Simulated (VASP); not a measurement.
GaN: single point with PBEsol

GaN:

```
Ga N
1.0
     3.13484    0.00000    0.00000
    -1.56742    2.71485    0.00000
     0.00000    0.00000    5.34099
Ga N
2 2
Direct
  0.33333 0.66667 0.99919
  0.66667 0.33333 0.49919
  0.33333 0.66667 0.37581
  0.66667 0.33333 0.87581
```

This cell differs from its parent crystal: strain -0.015 along x and y, +0.030 along z.

```yaml
Program: VASP 6.6.1
Task: single point
Functional: PBEsol
Potentials_or_basis: VASP PAW PBE potentials, release 64 (Ga_d, N)
Cutoff: 520 eV
k_mesh: 12 × 12 × 6
Occupations: gaussian, width 0.05 eV
Spin: no spin polarisation
```

```yaml
Pressure: 0.5 GPa
Largest_force: 0.357 eV/Å
Band_gap_on_the_k_mesh: 1.73 eV, direct
```

Forces in eV/Å, atoms in the order of the input:
```
Ga   0.000  0.000  0.357
Ga   0.000  0.000  0.357
N    0.000  0.000 -0.357
N    0.000  0.000 -0.357
```

Stress tensor (GPa, compression positive):
```
  5.95   0.00   0.00
  0.00   5.95   0.00
  0.00   0.00 -10.39
```

Levels at points of the mesh, in eV from the valence-band top:
| k point | band 14 | band 15 | band 16 | band 17 | band 18 | band 19 | band 20 | band 21 | band 22 | band 23 |
| --- | --- | --- | --- | --- | --- | --- | --- | --- | --- | --- |
| (0.00, 0.00, 0.00) | -0.90 | -0.90 | -0.22 | 0.00 | 0.00 | 1.73 | 4.58 | 8.74 | 9.87 | 10.17 |
| (0.50, 0.00, 0.00) | -5.59 | -4.26 | -2.66 | -2.28 | -1.12 | 5.18 | 5.42 | 5.59 | 8.32 | 9.91 |
| (0.00, 0.00, 0.50) | -4.15 | -0.46 | -0.46 | -0.46 | -0.46 | 4.31 | 4.31 | 8.12 | 8.12 | 10.68 |
| (0.50, 0.00, 0.50) | -6.74 | -2.12 | -2.12 | -1.95 | -1.95 | 4.13 | 4.13 | 7.58 | 7.58 | 9.77 |

Wall time 51 s on 1 thread of Intel(R) Xeon(R) 6975P-C (Granite Rapids), with other jobs on the host, peak memory 0.2 GiB.

Caveat: the cell differs from its parent crystal (strain -0.015 along x and y, +0.030 along z); the PAW data sets were made with another functional, which shifts forces and pressure a little.
